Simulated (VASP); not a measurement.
Wanted: the native input for a VASP 6.6.1 run.

- Task: single point
- Functional: r2SCAN
- Dispersion: rVV10
- Potentials or basis: VASP PAW PBE potentials, release 64 (Pb_d, O)
- Cutoff: 520 eV
- k mesh: 6 × 6 × 6
- Occupations: fermi-dirac, width 0.02 eV
- Spin: no spin polarisation
- Dipole correction: no
- Further INCAR settings: ALGO = Normal; EDIFF = 1e-06; NBANDS = 28

The system is PbO (Litharge).

```xyz
4
Lattice="3.9804 0.0000 0.0000 0.0000 3.9804 0.0000 0.0000 0.0000 5.0009" Properties=species:S:1:pos:R:3 pbc="T T T"
Pb    0.0000    1.9902    1.1834
Pb    1.9902    0.0000    3.8175
O     0.0000    0.0000    0.0000
O     1.9902    1.9902    0.0000
```

The input as run:

POSCAR

```
PbO
1.0
    3.9804038992      0.0000000000      0.0000000000
    0.0000000000      3.9804038992      0.0000000000
    0.0000000000      0.0000000000      5.0009130541
Pb O
2 2
Direct
    0.0000000000      0.5000000000      0.2366325577
    0.5000000000      0.0000000000      0.7633674423
    0.0000000000      0.0000000000      0.0000000000
    0.5000000000      0.5000000000      0.0000000000
```

INCAR.step1

```
ALGO = Normal ; EDIFF = 1E-4
ENCUT = 520 ; GGA = PE
ISMEAR = -1 ; LASPH = T
LCHARG = F ; LREAL = F
LWAVE = T ; NBANDS = 28
NELM = 60 ; PREC = Accurate
SIGMA = 0.02
```

INCAR.step2

```
ALGO = Normal ; BPARAM = 11.95
CPARAM = 0.0093 ; EDIFF = 1E-6
ENCUT = 520 ; ISIF = 2
ISMEAR = -1 ; ISTART = 1
IVDW_NL = 2 ; LASPH = T
LCHARG = F ; LMIXTAU = T
LREAL = F ; LUSE_VDW = T
LWAVE = F ; METAGGA = R2SCAN
NBANDS = 28 ; NELM = 60
PREC = Accurate ; SIGMA = 0.02
```

KPOINTS

```
k-points
0
Gamma
  6 6 6
```

Potentials or basis: VASP PAW PBE potentials, release 64 (Pb_d, O).

The run is started by

```console
$ cat potpaw_PBE.64/Pb_d/POTCAR potpaw_PBE.64/O/POTCAR > POTCAR
$ cp INCAR.step1 INCAR
$ mpirun -np 1 vasp_std > vasp.out
$ cp INCAR.step2 INCAR
$ mpirun -np 1 vasp_std > vasp.out
```

It gave:

```
Pressure               : 0.7 GPa
Largest force          : 0.123 eV/Å
Band gap on the k mesh : 1.49 eV, indirect (least direct gap 2.65 eV)
```

Caveat: the PAW data sets were made with another functional, which shifts forces and pressure a little; spin-orbit coupling is left out, which moves the levels of the heavy elements.

Wall time 2.7 min on 1 thread of Intel(R) Xeon(R) 6975P-C (Granite Rapids), on a shared host, peak memory 0.37 GiB.
